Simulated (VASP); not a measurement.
Input of a VASP 6.6.1 run:

INCAR

```
PREC = Accurate
ENCUT = 520
EDIFF = 1E-6
ISMEAR = 0
SIGMA = 0.02
LREAL = F
LASPH = T
NELM = 60
ALGO = Normal
ISIF = 2
LWAVE = F
LCHARG = F
GGA = PE
NBANDS = 15
```

The input KPOINTS:

```
regular mesh
0
Gamma
  8 8 8
```

POSCAR

```
KF
1.0
    2.1724343418      1.2542555520      3.5480444789
   -2.1724343418      1.2542555520      3.5480444789
    0.0000000000     -2.5085111041      3.5480444789
K F
1 1
Direct
    0.2493696479      0.2493696479      0.2493696479
   -0.0006130279     -0.0006130279     -0.0006130279
```

Potentials or basis: VASP PAW PBE potentials, release 64 (K_sv, F).

Command:

```sh
$ cat potpaw_PBE.64/K_sv/POTCAR potpaw_PBE.64/F/POTCAR > POTCAR
$ mpirun -np 1 vasp_std > vasp.out
```

(1) Estimate the pressure.

(2) What does it give for the band gap on the k mesh?

Answers

(1) -1.6 GPa.

(2) 4.79 eV (least direct gap 4.92 eV).
